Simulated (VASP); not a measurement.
Runs of VASP 6.6.1 on Zn. The structure is that of space group Pm-3m (No. 221), or close to it. The cells are those of the table. 

```tsv
cell	gap on the mesh (eV)	pressure (GPa)
a = 2.380 Å, 1 atom	none	24.7
a = 2.476 Å, 1 atom	none	(a)
a = 2.163 Å, 1 atom	none	113.8
a = 1.889 Å, 1 atom	none	545.5
a = 2.277 Å, 1 atom	none	54.5
a = 2.564 Å, 1 atom	none	(b)
```

Alike in all rows: task single point; level PBEsol; potentials or basis VASP PAW PBE potentials, release 64 (Zn); no spin polarisation; k mesh 17 × 17 × 17; cutoff (eV) 520; smearing fermi-dirac 0.05 eV.

Problem. Estimate the missing entries.

Solution. (a) 8.9; (b) 0.3.

Caveats: the PAW data sets were made with another functional, which shifts forces and pressure a little.

A gap of «none» marks levels without a gap at the run's occupations.
